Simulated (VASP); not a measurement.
# Ir (P6_3/mmc) in VASP: further runs

Ir is run at these levels: PBE; tasks: single point.

All numbers are computed with VASP 6.6.1; they aren't measurements. Logs are shortened: lines on timing, memory, paths and dates and some standing lists are left out, and cuts for length are marked.

### 1 The cell of the first run

The structure is hexagonal, space group P6_3/mmc (No. 194). Conventional cell: a = 2.971 Å, b = 2.971 Å, c = 4.105 Å, α = 90.00°, β = 90.00°, γ = 120.00°. Within 3.5 Å of Ir (site symmetry -6m2) lie 12 Ir at 2.68 to 2.97 Å.

### 2 Single point, PBE (strain +0.080 along x and y, -0.080 along z)

INCAR reads:

```
  PREC = Accurate
  ENCUT = 520
  EDIFF = 1E-6
  ISMEAR = 0
  SIGMA = 0.15
  LREAL = F
  LASPH = T
  NELM = 80
  ALGO = Fast
  ISIF = 2
  LWAVE = F
  LCHARG = F
  GGA = PE
  NBANDS = 16
```

KPOINTS reads:

```
Automatic mesh
0
Gamma
  18 18 12
```

POSCAR reads:

```
Ir
1.0
    2.9714881261      0.0000000000      0.0000000000
   -1.4857440631      2.5733842043      0.0000000000
    0.0000000000      0.0000000000      4.1053068000
Ir
2
Direct
    0.6666666667      0.3333333333      0.7500000000
    0.3333333333      0.6666666667      0.2500000000
```

Potentials or basis: VASP PAW PBE potentials, release 64 (Ir).

On the command line:

```sh
> cat potpaw_PBE.64/Ir/POTCAR > POTCAR
> mpirun -np 1 vasp_std > vasp.out
```

OUTCAR:

```text
PREC = Accurate
   ENCUT = 520
   EDIFF = 1E-6
   ISMEAR = 0
   LREAL = F
   LASPH = T
   NELM = 80
   ISIF = 2
   GGA = PE

 ion  position               nearest neighbor table
   1  0.667  0.333  0.750-   2 2.68   2 2.68   2 2.68   2 2.68   2 2.68   2 2.68
   2  0.333  0.667  0.250-   1 2.68   1 2.68   1 2.68   1 2.68   1 2.68   1 2.68

  LATTYP: Found a hexagonal cell.
 ALAT       =     2.9714881261
 C/A-ratio  =     1.3815659447

  Lattice vectors:

 A1 = (   2.9714881261,   0.0000000000,   0.0000000000)
 A2 = (  -1.4857440631,   2.5733842043,   0.0000000000)
 A3 = (   0.0000000000,   0.0000000000,   4.1053068000)

Analysis of symmetry for initial positions (statically):
=====================================================================
 Subroutine PRICEL returns:
 Original cell was already a primitive cell.

 Routine SETGRP: Setting up the symmetry group for a
 hexagonal supercell.

 Subroutine GETGRP returns: Found 24 space group operations
 (whereof 12 operations were pure point group operations)
 out of a pool of 24 trial point group operations.

The static configuration has the point symmetry D_3d.
 The point group associated with its full space group is D_6h.

Analysis of symmetry for dynamics (positions and initial velocities):
=====================================================================
 Subroutine PRICEL returns:
 Original cell was already a primitive cell.

 Routine SETGRP: Setting up the symmetry group for a
 hexagonal supercell.

 Subroutine GETGRP returns: Found 24 space group operations
 (whereof 12 operations were pure point group operations)
 out of a pool of 24 trial point group operations.

The dynamic configuration has the point symmetry D_3d.
 The point group associated with its full space group is D_6h.

 Subroutine INISYM returns: Found 24 space group operations
 (whereof 12 operations are pure point group operations),
 and found     1 'primitive' translations

----------------------------------------------------------------------------------------

                                     Primitive cell

  volume of cell :      31.3924

  direct lattice vectors                    reciprocal lattice vectors
     2.971488126  0.000000000  0.000000000     0.336531717  0.194296677  0.000000000
    -1.485744063  2.573384204  0.000000000     0.000000000  0.388593354  0.000000000
     0.000000000  0.000000000  4.105306800     0.000000000  0.000000000  0.243587154

  length of vectors
     2.971488126  2.971488126  4.105306800     0.388593354  0.388593354  0.243587154

  position of ions in fractional coordinates (direct lattice)
     0.666666667  0.333333333  0.750000000
     0.333333333  0.666666667  0.250000000

  ion indices of the primitive-cell ions
   primitive index   ion index
                 1           1
                 2           2

----------------------------------------------------------------------------------------

 KPOINTS: Automatic mesh

Automatic generation of k-mesh.
 Grid dimensions read from file:
 generate k-points for:   18   18   12

 Generating k-lattice:

  Cartesian coordinates                     Fractional coordinates (reciprocal lattice)
     0.018696206  0.010794260  0.000000000     0.055555556  0.000000000  0.000000000
     0.000000000  0.021588520  0.000000000     0.000000000  0.055555556  0.000000000
     0.000000000  0.000000000  0.020298930     0.000000000  0.000000000  0.083333333

  Length of vectors
     0.021588520  0.021588520  0.020298930

  Shift w.r.t. Gamma in fractional coordinates (k-lattice)
     0.000000000  0.000000000  0.000000000

 Subroutine IBZKPT returns following result:
 ===========================================

 Found    259 irreducible k-points:

 Following reciprocal coordinates:
            Coordinates               Weight
  0.000000  0.000000  0.000000      1.000000
  0.055556  0.000000  0.000000      6.000000
  0.111111  0.000000  0.000000      6.000000
  0.166667  0.000000  0.000000      6.000000
  0.222222  0.000000  0.000000      6.000000
  0.277778 -0.000000  0.000000      6.000000
[... 16 lines left out ...]
  0.333333  0.111111  0.000000     12.000000
  0.388889  0.111111  0.000000     12.000000
 [... further k-points ...]
   k-points           NKPTS =    259   k-points in BZ     NKDIM =    259   number of bands    NBANDS=     16
   number of dos      NEDOS =    301   number of ions     NIONS =      2
   total plane-waves  NPLWV =  18432
   dimension x,y,z NGX =    24 NGY =   24 NGZ =   32
   dimension x,y,z NGXF=    48 NGYF=   48 NGZF=   64
   ions per type =               2
   NGX,Y,Z   is equivalent  to a cutoff of  13.43, 13.43, 12.96 a.u.
   NGXF,Y,Z  is equivalent  to a cutoff of  26.85, 26.85, 25.92 a.u.
 SYSTEM =  unknown system
   PREC   = accura    normal or accurate (medium, high low for compatibility)
   ISTART =      0    job   : 0-new  1-cont  2-samecut
   ICHARG =      2    charge: 1-file 2-atom 10-const
   ISPIN  =      1    spin polarized calculation?
   LNONCOLLINEAR =      F non collinear calculations
   LSORBIT =      F    spin-orbit coupling
   LASPH  =      T    aspherical Exc in radial PAW
   ENCUT  =  520.0 eV  38.22 Ry    6.18 a.u.   5.52  5.52  7.63*2*pi/ulx,y,z
   NELM   =     80;   NELMIN=  2; NELMDL= -5     # of ELM steps
   EDIFF  = 0.1E-05   stopping-criterion for ELM
   LREAL  =      F    real-space projection
   EDIFFG = 0.1E-04   stopping-criterion for IOM
   NSW    =      0    number of steps for IOM
   IBRION =     -1    ionic relax: 0-MD 1-quasi-New 2-CG
   NFREE  =      0    steps in history (QN), initial steepest desc. (CG)
   ISIF   =      2    stress and relaxation
   ISYM   =      2    0-nonsym 1-usesym 2-fastsym
   POTIM  = 0.5000    time-step for ionic-motion
   TEBEG  =    0.0;   TEEND  =   0.0 temperature during run
   PSTRESS=    0.0 pullay stress
   NELECT =      18.0000    total number of electrons
   NUPDOWN=      -1.0000    fix difference up-down
   EMIN   =  10.00;   EMAX   =-10.00  energy-range for DOS
   EFERMI =   0.00;   METHOD = LEGACY
   ISMEAR =     0;   SIGMA  =   0.15  broadening in eV -4-tet -1-fermi 0-gaus
   EFERMI_NEDOS =   21; number of points for ismear=-14 and -15
   IALGO  =     68    algorithm
   IMIX   =      4    mixing-type and parameters
     AMIX     =   0.40;   BMIX     =  1.00
     AMIX_MAG =   1.60;   BMIX_MAG =  1.00
  volume/ion in A,a.u.               =      15.70       105.92
  Fermi-wavevector in a.u.,A,eV,Ry     =   1.360058  2.570138 25.167500  1.849759
  Thomas-Fermi vector in A             =   2.486753
   LORBIT       =      0    0 simple, 1 ext, 2 COOP (PROOUT), +10 PAW based schemes
   GGA     = PE    functional components
   LHFCALC =     F    Hartree Fock is set to
   AEXX    =    0.0000 exact exchange contribution
   IVDW    =     0    specifies the selected vdW correction
   LEPSILON=     F    determine dielectric tensor
   LRPA    =     F    only Hartree local field effects (RPA)
 non-spin polarized calculation
 RMM-DIIS sequential band-by-band and
 Gauss-broadening in eV      SIGMA  =   0.15
  energy-cutoff  :      520.00
  volume of cell :       31.39
 maximum number of plane-waves:       891
 NGX is ok and might be reduce to    24
   NGX = 11   NGY = 11   NGZ = 15

 number of electron      17.9999999 magnetization

 Free energy of the ion-electron system (eV)
  ---------------------------------------------------
  ext. energy  EPLUGINS =         0.00000000
  ---------------------------------------------------
  free energy    TOTEN  =       -17.07831254 eV

  energy without entropy =      -17.04034531  energy(sigma->0) =      -17.05932892

 E-fermi :   8.7948     XC(G=0): -13.3480

 val. band max:        8.7943744394   @ k =   0.2222   0.1667   0.3333
 cond. band min:       8.7978223462   @ k =   0.2778   0.2222   0.2500
 fundamental gap:      0.0034479068
 Fermi energy:         8.7948154054

 k-point     1 :       0.0000    0.0000    0.0000
  band No.  band energies     occupation
      1      -1.3359      2.00000
      2       1.8531      2.00000
      3       5.3890      2.00000
      4       5.3890      2.00000
      5       5.6374      2.00000
      6       5.6374      2.00000
[... 8 lines left out ...]
     15      26.7899      0.00000
     16      27.2392      0.00000

 k-point     2 :       0.0556    0.0000    0.0000
  band No.  band energies     occupation
      1      -1.2402      2.00000
      2       1.9189      2.00000
      3       5.2554      2.00000
      4       5.4625      2.00000
      5       5.5787      2.00000
      6       5.5788      2.00000
[... 8 lines left out ...]
     15      26.2805      0.00000
     16      26.6881      0.00000

 k-point     3 :       0.1111    0.0000    0.0000
  band No.  band energies     occupation
      1      -0.9589      2.00000
      2       2.1019      2.00000
      3       4.9518      2.00000
      4       5.3838      2.00000
      5       5.4200      2.00000
      6       5.6794      2.00000
[... 8 lines left out ...]
     15      24.9913      0.00000
     16      25.4466      0.00000

 k-point     4 :       0.1667    0.0000    0.0000
  band No.  band energies     occupation
      1      -0.5101      2.00000
      2       2.3534      2.00000
      3       4.6210      2.00000
      4       5.0260      2.00000
      5       5.2001      2.00000
      6       6.0283      2.00000
[... 8 lines left out ...]
     15      24.0776      0.00000
     16      24.6436      0.00000
[... 324 lines left out ...]
 k-point    22 :       0.2778    0.1111    0.0000
  band No.  band energies     occupation
      1       1.5664      2.00000
      2       2.7757      2.00000
      3       3.4279      2.00000
      4       4.1723      2.00000
      5       4.6622      2.00000
      6       6.4405      2.00000
[... 8 lines left out ...]
     15      18.7282      0.00000
     16      24.0560      0.00000

 k-point    23 :       0.3333    0.1111    0.0000
  band No.  band energies     occupation
      1       2.0281      2.00000
      2       2.6412      2.00000
      3       3.1217      2.00000
      4       4.4781      2.00000
      5       4.5475      2.00000
      6       6.3694      2.00000
[... 8 lines left out ...]
     15      18.9884      0.00000
     16      22.8593      0.00000

 k-point    24 :       0.3889    0.1111    0.0000
  band No.  band energies     occupation
      1       2.2829      2.00000
      2       2.5339      2.00000
      3       2.9315      2.00000
      4       4.4755      2.00000
      5       4.8124      2.00000
      6       6.3288      2.00000
[... 8 lines left out ...]
     15      19.9483      0.00000
     16      21.6358      0.00000

 [... further k-points ...]
[... 5 lines left out ...]
  --------------------------------------------------------------------------------------
  -------------------------------------------------------------------------------------
  Total       -4.4433283     -4.4433283      1.3378444      0.0000000     -0.0000000      0.0000000
  in kB     -226.7747697   -226.7747697     68.2797538      0.0000000     -0.0000000      0.0000000
  external PRESSURE =    -128.4232619 kB  Pullay stress =       0.0000000 kB

 VOLUME and BASIS-vectors are now :
 -----------------------------------------------------------------------------
  energy-cutoff  :      520.00
  volume of cell :       31.39
      direct lattice vectors                 reciprocal lattice vectors
     2.971488126  0.000000000  0.000000000     0.336531717  0.194296677  0.000000000
    -1.485744063  2.573384204  0.000000000     0.000000000  0.388593354  0.000000000
     0.000000000  0.000000000  4.105306800     0.000000000  0.000000000  0.243587154

 POSITION                                       TOTAL-FORCE (eV/Angst)
 -----------------------------------------------------------------------------------
      1.48574      0.85779      3.07898         0.000000     -0.000000      0.000000
     -0.00000      1.71559      1.02633        -0.000000      0.000000      0.000000
 -----------------------------------------------------------------------------------
    total drift:                               -0.000000      0.000000     -0.000000

  FREE ENERGIE OF THE ION-ELECTRON SYSTEM (eV)
  ---------------------------------------------------
  free  energy   TOTEN  =       -17.0783125404 eV

  energy  without entropy=      -17.0403453062  energy(sigma->0) =      -17.05932892
```

Run time: 94 s. Hardware: 1 thread of Intel Xeon 6975P-C, shared host; peak memory 0.24 GiB.

Results:

- Free energy: -17.0783 eV
- Pressure: -12.8 GPa
- Band gap on the k mesh: zero (band 9 reaches 9.34 eV, above the bottom of band 10 at 7.35 eV)

Caveat: the cell differs from its parent crystal (strain +0.080 along x and y, -0.080 along z); spin-orbit coupling is left out, which moves the levels of the heavy elements.

### 3 Single point, PBE (strain +0.000 along x and y, +0.080 along z)

INCAR reads:

```
SYSTEM = Ir
ALGO = Normal
EDIFF = 1E-7
ENCUT = 520
GGA = PE
ISIF = 2
ISMEAR = 0
LASPH = .True.
LCHARG = .True.
LELF = .True.
LREAL = .False.
LVHAR = .True.
LWAVE = .False.
NBANDS = 16
NELM = 100
PREC = Accurate
SIGMA = 0.15
```

KPOINTS reads:

```
k-points
0
Gamma
  18 18 12
  0 0 0
```

POSCAR reads:

```
Ir
1.0
    2.7513778946      0.0000000000      0.0000000000
   -1.3756889473      2.3827631521      0.0000000000
    0.0000000000      0.0000000000      4.8192732000
Ir
2
Direct
    0.6666666667      0.3333333333      0.7500000000
    0.3333333333      0.6666666667      0.2500000000
```

Potentials or basis: VASP PAW PBE potentials, release 64 (Ir).

On the command line:

```sh
> cat potpaw_PBE.64/Ir/POTCAR > POTCAR
> mpirun -np 1 vasp_std > vasp.out
```

Wall time 61 s (1 thread of Intel Xeon 6975P-C, shared host); peak memory 0.23 GiB.

Results (log left out):

- Free energy: -17.2874 eV
- Pressure: -20.6 GPa
- Band gap on the k mesh: zero (band 9 reaches 9.82 eV, above the bottom of band 10 at 6.76 eV)

Stress tensor (GPa, compression positive):
```
-14.40   0.00   0.00
  0.00 -14.40   0.00
  0.00   0.00 -32.89
```

Levels at points of the mesh, in eV from the Fermi level:
```csv
k point,band 7,band 8,band 9,band 10,band 11,band 12
"(0.00, 0.00, 0.00)",-2.74,-1.36,-1.36,-1.03,0.36,0.36
"(0.50, 0.00, 0.00)",-2.54,0.60,1.10,1.32,2.80,4.25
"(0.00, 0.00, 0.50)",-3.13,-3.13,-0.26,-0.26,-0.26,-0.26
"(0.50, 0.00, 0.50)",-0.61,-0.61,1.22,1.22,1.92,1.92
```

Caveat: the cell differs from its parent crystal (strain +0.000 along x and y, +0.080 along z); spin-orbit coupling is left out, which moves the levels of the heavy elements.

(Continued in part 2 of 2.)
